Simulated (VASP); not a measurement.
# SrO (P4/nmm) in VASP: a series of runs, part 2 of 2

VASP 6.6.1. Earlier steps stand in the parts before.

## Step 4: Single point, PBE

This run uses another cell than the first one, of 18.10 Å³/atom, 1.042 times its volume.

File INCAR:

```
PREC     = Accurate       # precision mode
ENCUT    = 520            # plane-wave cutoff, eV
EDIFF    = 1E-7           # SCF threshold, eV
ISMEAR   = 0              # smearing method
SIGMA    = 0.05           # smearing width, eV
LREAL    = False          # projectors in reciprocal space
LASPH    = True           # aspherical terms in the spheres
NELM     = 60             # most SCF steps
ALGO     = Normal         # electronic algorithm
ISIF     = 2              # what is computed and relaxed
LWAVE    = False          # write WAVECAR
LCHARG   = False          # write CHGCAR
GGA      = PE             # functional
NBANDS   = 24             # bands
```

File KPOINTS:

```
regular mesh
0
Gamma
  8 8 10
```

File POSCAR:

```
SrO
1.0
    4.4863742577      0.0000000000      0.0000000000
    0.0000000000      4.4863742577      0.0000000000
    0.0000000000      0.0000000000      3.5966252849
Sr O
2 2
Direct
    0.5000000000      0.0000000000      0.2703680608
    0.0000000000      0.5000000000      0.7296319392
    0.0000000000      0.0000000000      0.0000000000
    0.5000000000      0.5000000000      0.0000000000
```

Potentials or basis: VASP PAW PBE potentials, release 64 (Sr_sv, O).

Launch:

```sh
$ cat potpaw_PBE.64/Sr_sv/POTCAR potpaw_PBE.64/O/POTCAR > POTCAR
$ mpirun -np 1 vasp_std > vasp.out
```

OUTCAR:

```text
PREC = Accurate
   ENCUT = 520
   EDIFF = 1E-7
   ISMEAR = 0
   LREAL = False
   LASPH = True
   NELM = 60
   ISIF = 2
   GGA = PE

 ion  position               nearest neighbor table
   1  0.500  0.000  0.270-   3 2.44   4 2.44   4 2.44   3 2.44   4 3.45   3 3.45   3 3.45   4 3.45
                             2 3.58   2 3.58   2 3.58   2 3.58   2 3.72   2 3.72   2 3.72   2 3.72
   2  0.000  0.500  0.730-   3 2.44   4 2.44   3 2.44   4 2.44   3 3.45   3 3.45   4 3.45   4 3.45
                             1 3.58   1 3.58   1 3.58   1 3.58   1 3.72   1 3.72   1 3.72   1 3.72
   3  0.000  0.000  0.000-   1 2.44   2 2.44   2 2.44   1 2.44   2 3.45   2 3.45   1 3.45   1 3.45
[... 856 lines left out ...]
  -------------------------------------------------------------------------------------
  Total        0.3466322      0.3466322      0.1732682      0.0000000      0.0000000      0.0000000
  in kB        7.6717299      7.6717299      3.8348037      0.0000000      0.0000000      0.0000000
  external PRESSURE =       6.3927545 kB  Pullay stress =       0.0000000 kB

 VOLUME and BASIS-vectors are now :
 -----------------------------------------------------------------------------
  energy-cutoff  :      520.00
  volume of cell :       72.39
      direct lattice vectors                 reciprocal lattice vectors
     4.486374258  0.000000000  0.000000000     0.222897142  0.000000000  0.000000000
     0.000000000  4.486374258  0.000000000     0.000000000  0.222897142  0.000000000
     0.000000000  0.000000000  3.596625285     0.000000000  0.000000000  0.278038417

 POSITION                                       TOTAL-FORCE (eV/Angst)
 -----------------------------------------------------------------------------------
      2.24319      0.00000      0.97241        -0.000000      0.000000      0.069391
      0.00000      2.24319      2.62421         0.000000      0.000000     -0.069391
      0.00000      0.00000      0.00000         0.000000      0.000000     -0.000000
      2.24319      2.24319      0.00000        -0.000000      0.000000     -0.000000
 -----------------------------------------------------------------------------------
    total drift:                                0.000000      0.000000      0.000000

  FREE ENERGIE OF THE ION-ELECTRON SYSTEM (eV)
  ---------------------------------------------------
  free  energy   TOTEN  =       -22.9966884869 eV

  energy  without entropy=      -22.9966884869  energy(sigma->0) =      -22.99668849
```

stdout:

```text
POSCAR found type information on POSCAR SrO
 POSCAR found :  2 types and       4 ions
 scaLAPACK will be used
 LDA part: xc-table for (Slater+PW92), standard interpolation
 POSCAR, INCAR and KPOINTS ok, starting setup
 FFT: planning ... GRIDC
 FFT: planning ... GRID_SOFT
 FFT: planning ... GRID
 WAVECAR not read
 entering main loop
```

Wall time 100 s (1 thread of AMD EPYC 9R45 (Zen 5), shared host); peak memory 0.24 GiB.

Results:

- Free energy: -22.9967 eV
- Pressure: 0.6 GPa
- Largest force: 0.069 eV/Å
- Band gap on the k mesh: 2.52 eV, indirect (least direct gap 2.59 eV)

Forces in eV/Å, atoms in the order of the input:
```
Sr   0.000  0.000  0.069
Sr   0.000  0.000 -0.069
O    0.000  0.000  0.000
O    0.000  0.000  0.000
```

A k mesh can miss the band edges.

## Step 5: Single point, PBE

This run uses another cell than the first one, of 18.10 Å³/atom, 1.042 times its volume.

File INCAR:

```
SYSTEM = SrO
ALGO = Normal
EDIFF = 1E-6
ENCUT = 520
GGA = PE
ISIF = 2
ISMEAR = 0
LASPH = .TRUE.
LCHARG = .FALSE.
LREAL = .FALSE.
LWAVE = .FALSE.
NBANDS = 24
NELM = 100
PREC = Accurate
SIGMA = 0.05
```

File KPOINTS:

```
k-points
0
G
  8 8 10
  0 0 0
```

POSCAR is that of step 4.

Launch:

```sh
$ cat potpaw_PBE.64/Sr_sv/POTCAR potpaw_PBE.64/O/POTCAR > POTCAR
$ mpirun -np 1 vasp_std > vasp.out
```

Run time: 81 s. Hardware: 1 thread of AMD EPYC 9R45 (Zen 5), shared host; peak memory 0.24 GiB.

The run converged. Its results:

```yaml
Free_energy: -22.9967 eV
Pressure: 0.6 GPa
Largest_force: 0.069 eV/Å
Band_gap_on_the_k_mesh: 2.52 eV, indirect (least direct gap 2.59 eV)
```

Forces on the atoms (eV/Å):
```
Sr   0.000  0.000  0.069
Sr   0.000  0.000 -0.069
O    0.000  0.000  0.000
O    0.000  0.000  0.000
```

Stress tensor (GPa, compression positive):
```
0.76 0.00 0.00
0.00 0.76 0.00
0.00 0.00 0.39
```

Levels at points of the mesh, in eV from the valence-band top:
```csv
k point,band 13,band 14,band 15,band 16,band 17,band 18,band 19,band 20
"(0.00, 0.00, 0.00)",-1.01,-0.53,-0.07,-0.07,2.52,4.60,4.62,6.01
"(0.50, 0.00, 0.00)",-0.74,-0.74,-0.56,-0.56,3.85,3.85,5.70,5.70
"(0.50, 0.50, 0.00)",-0.71,-0.71,-0.24,-0.24,4.12,4.12,5.23,5.23
"(0.00, 0.00, 0.50)",-1.49,-1.49,-0.42,-0.42,6.31,6.31,6.62,6.96
"(0.50, 0.00, 0.50)",-1.24,-1.24,-0.95,-0.95,5.53,5.53,5.91,5.91
"(0.50, 0.50, 0.50)",-1.06,-1.06,-0.54,-0.54,5.22,5.22,5.37,5.37
```

A k mesh can miss the band edges. Expect the measured gap to be larger: semilocal functionals such as PBE lack the derivative discontinuity.

## Step 6: Single point, PBE

This run uses another cell than the first one, of 18.10 Å³/atom, 1.042 times its volume.

File INCAR:

```
SYSTEM = SrO
PREC = Accurate ; ENCUT = 520
EDIFF = 1E-6 ; ISMEAR = -4
SIGMA = 0.1 ; LREAL = .FALSE.
LASPH = .TRUE. ; NELM = 60
ALGO = Normal ; ISIF = 2
LWAVE = .FALSE. ; LCHARG = .FALSE.
GGA = PE ; NBANDS = 24
```

File KPOINTS:

```
regular mesh
0
G
  8 8 10
  0 0 0
```

POSCAR is that of step 5.

Potentials or basis: VASP PAW PBE potentials, release 64 (Sr_sv, O).

Launch:

```sh
$ cat potpaw_PBE.64/Sr_sv/POTCAR potpaw_PBE.64/O/POTCAR > POTCAR
$ mpirun -np 1 vasp_std > vasp.out
```

Run time: 78 s. Hardware: 1 thread of AMD EPYC 9R45 (Zen 5), shared host; peak memory 0.25 GiB.

The run converged. Its results:

```
Free energy            : -22.9967 eV
Pressure               : 0.6 GPa
Largest force          : 0.069 eV/Å
Band gap on the k mesh : 2.52 eV, indirect (least direct gap 2.59 eV)
```

Forces on the atoms (eV/Å):
```
Sr   0.000  0.000  0.069
Sr   0.000  0.000 -0.069
O    0.000  0.000  0.000
O    0.000  0.000  0.000
```

Stress tensor (GPa, compression positive):
```
0.76 0.00 0.00
0.00 0.76 0.00
0.00 0.00 0.39
```

Levels at points of the mesh, in eV from the valence-band top:
```csv
k point,band 13,band 14,band 15,band 16,band 17,band 18,band 19,band 20
"(0.00, 0.00, 0.00)",-1.01,-0.53,-0.07,-0.07,2.52,4.60,4.62,6.01
"(0.50, 0.00, 0.00)",-0.74,-0.74,-0.56,-0.56,3.85,3.85,5.70,5.70
"(0.50, 0.50, 0.00)",-0.71,-0.71,-0.24,-0.24,4.12,4.12,5.23,5.23
"(0.00, 0.00, 0.50)",-1.49,-1.49,-0.42,-0.42,6.31,6.31,6.62,6.96
"(0.50, 0.00, 0.50)",-1.24,-1.24,-0.95,-0.95,5.53,5.53,5.91,5.91
"(0.50, 0.50, 0.50)",-1.06,-1.06,-0.54,-0.54,5.22,5.22,5.37,5.37
```

A k mesh can miss the band edges. Expect the measured gap to be larger: semilocal functionals such as PBE lack the derivative discontinuity.

## Step 7: Overview

| cell | smearing | gap on the mesh (eV) | pressure (GPa) | largest force (eV/Å) |
| --- | --- | --- | --- | --- |
| a = 4.453, b = 4.453, c = 3.505 Å, 4 atoms | gaussian 0.05 eV | 2.85 | 1.8 | 0.07 |
| a = 4.469, b = 4.469, c = 3.552 Å, 4 atoms | gaussian 0.05 eV | 2.68 | 1.2 | 0.07 |
| a = 4.486, b = 4.486, c = 3.597 Å, 4 atoms | gaussian 0.05 eV | 2.52 | 0.6 | 0.07 |
| a = 4.486, b = 4.486, c = 3.597 Å, 4 atoms | tetrahedron | 2.52 | 0.6 | 0.07 |

Alike in all rows: task single point; level PBE; potentials or basis VASP PAW PBE potentials, release 64 (Sr_sv, O); no spin polarisation; k mesh 8 × 8 × 10; cutoff (eV) 520.

Total energies depend on the potentials used, so only differences within one code and one set of settings carry meaning.
